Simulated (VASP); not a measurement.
WS2 (Tungstenite):

```xyz
6
Lattice="3.1800 0.0000 0.0000 -1.5900 2.7540 0.0000 0.0000 0.0000 12.5000" Properties=species:S:1:pos:R:3 pbc="T T T"
W     1.5900    0.9180    9.3750
W     0.0000    1.8360    3.1250
S     1.5900    0.9180    4.6875
S     0.0000    1.8360   10.9375
S     1.5900    0.9180    1.5625
S     0.0000    1.8360    7.8125
```

| Item | Value |
| --- | --- |
| Program | VASP 6.6.1 |
| Task | relaxation of cell and atoms |
| Functional | revPBE |
| Dispersion | D4 |
| Potentials or basis | VASP PAW PBE potentials, release 64 (W_sv, S) |
| Cutoff | 600 eV |
| k mesh | 10 × 10 × 3 |
| Occupations | fermi-dirac, width 0.05 eV |
| Spin | no spin polarisation |

At the start: pressure -2.8 GPa; volume 18.24 Å³/atom.

Question: Where does the relaxation end?

Answer: Over 14 steps the energy falls by 18.4 meV/atom and the volume is 16.87 Å³/atom (-7.5 %); space group P6_3/mmc (No. 194, to 0.05 Å).

The path:
```tsv
step	energy change (eV)	largest force (eV/Å)	pressure (GPa)	volume (Å³)
1	0.0000	0.1867	-2.77	109.47
2	-0.0063	0.7164	3.92	104.54
3	-0.0279	0.4628	0.63	106.80
4	-0.0479	0.0443	-0.42	105.77
5	-0.0480	0.0758	-0.33	105.85
6	-0.0694	0.0665	-0.30	104.81
7	-0.1086	0.0321	0.16	101.68
8	-0.1100	0.0131	0.35	100.85
9	-0.1101	0.0199	0.29	101.11
10	-0.1083	0.1165	-1.05	101.75
11	-0.1103	0.0114	-0.01	101.25
12	-0.1103	0.0099	-0.02	101.25
13	-0.1102	0.0047	0.14	101.18
14	-0.1103	0.0089	0.00	101.24
```

Final structure:
```
W S
1.0
     3.13980    0.00000    0.00000
    -1.56990    2.71914    0.00000
     0.00000    0.00000   11.85830
W S
2 4
Direct
  0.66667 0.33333 0.75000
  0.33333 0.66667 0.25000
  0.66667 0.33333 0.38311
  0.33333 0.66667 0.88311
  0.66667 0.33333 0.11689
  0.33333 0.66667 0.61689
```

Caveat: the PAW data sets were made with another functional, which shifts forces and pressure a little.
